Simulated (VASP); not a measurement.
# Fe: single point with PBEsol

The system is Fe.

```
Fe
1.0
    -1.39466    1.39466    1.39448
     1.39466   -1.39466    1.39448
     1.39466    1.39466   -1.39448
Fe
1
Direct
  0.00000 0.00000 0.00000
```

```json
{
 "Program": "VASP 6.6.1",
 "Task": "single point",
 "Functional": "PBEsol",
 "Potentials or basis": "VASP PAW PBE potentials, release 64 (Fe)",
 "Cutoff": "520 eV",
 "k mesh": "10 × 10 × 10",
 "Occupations": "gaussian, width 0.1 eV",
 "Spin": "collinear spin, ferromagnetic start",
 "Starting moments": "[2.42] μB"
}
```

| Quantity | Value |
| --- | --- |
| Pressure | -0.3 GPa |
| Net moment | 2.13 μB per cell |
| Site moments | Fe +2.11 μB |
| Valence electrons inside the program's atomic spheres | Fe 7.37 |

Levels at points of the mesh, in eV from the Fermi level:
Spin up:
| k point | band 2 | band 3 | band 4 | band 5 | band 6 | band 7 | band 8 | band 9 |
| --- | --- | --- | --- | --- | --- | --- | --- | --- |
| (0.00, 0.00, 0.00) | -2.48 | -2.48 | -2.48 | -1.11 | -1.11 | 25.32 | 25.32 | 25.32 |
| (0.50, 0.00, 0.00) | -3.65 | -1.06 | -0.90 | 0.36 | 0.42 | 7.68 | 18.61 | 20.80 |
| (0.50, 0.50, 0.00) | -3.65 | -1.06 | -0.90 | 0.36 | 0.42 | 7.67 | 18.62 | 20.80 |
| (0.50, 0.50, 0.50) | -5.19 | 0.13 | 0.13 | 0.13 | 10.10 | 10.10 | 10.11 | 16.03 |
Spin down:
| k point | band 1 | band 2 | band 3 | band 4 | band 5 | band 6 | band 7 | band 8 |
| --- | --- | --- | --- | --- | --- | --- | --- | --- |
| (0.00, 0.00, 0.00) | -8.61 | -0.61 | -0.61 | -0.61 | 1.47 | 1.47 | 25.22 | 25.22 |
| (0.50, 0.00, 0.00) | -4.02 | -1.97 | 0.57 | 1.36 | 1.75 | 2.60 | 9.05 | 18.75 |
| (0.50, 0.50, 0.00) | -4.02 | -1.97 | 0.57 | 1.35 | 1.75 | 2.60 | 9.05 | 18.75 |
| (0.50, 0.50, 0.50) | -3.48 | -3.48 | 2.28 | 2.28 | 2.28 | 10.45 | 10.45 | 10.46 |

Wall time 55 s on 1 thread of Intel Xeon 8259CL, with other jobs on the host, peak memory 0.14 GiB.

Caveat: the PAW data sets were made with another functional, which shifts forces and pressure a little.
